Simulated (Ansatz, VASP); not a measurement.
ZrB: VASP beside Ansatz

```
CELL_PARAMETERS angstrom
0.00000 2.39975 2.39975
2.39975 0.00000 2.39975
2.39975 2.39975 0.00000
ATOMIC_POSITIONS crystal
Zr 0.50000 0.50000 0.50000
B 0.00000 0.00000 0.00000
```

Alike in both runs: task single point; functional LDA; k mesh 8 × 8 × 8; occupations gaussian, width 0.05 eV; no spin polarisation.

```csv
,VASP,Ansatz
version,VASP 6.6.1,Ansatz 0.2.0
potentials or method,"VASP PAW LDA potentials, release 64 (Zr_sv, B), cutoff 500 eV","scalar-relativistic, plane waves, PAW"
valence electrons in the cell,15,15
```

VASP gave:

| Quantity | Value |
| --- | --- |
| gap on the k mesh at the Fermi level (eV) | none |
| pressure (GPa) | 4.1 |

Task: What did Ansatz give for the same quantities?

Result: gap on the k mesh at the Fermi level (eV): none; pressure (GPa): 3.7.

LDA's correlation is that of Perdew and Zunger in VASP and of Perdew and Wang (1992) in Ansatz. A gap of «none» marks a metal or a gap that the smearing closes.
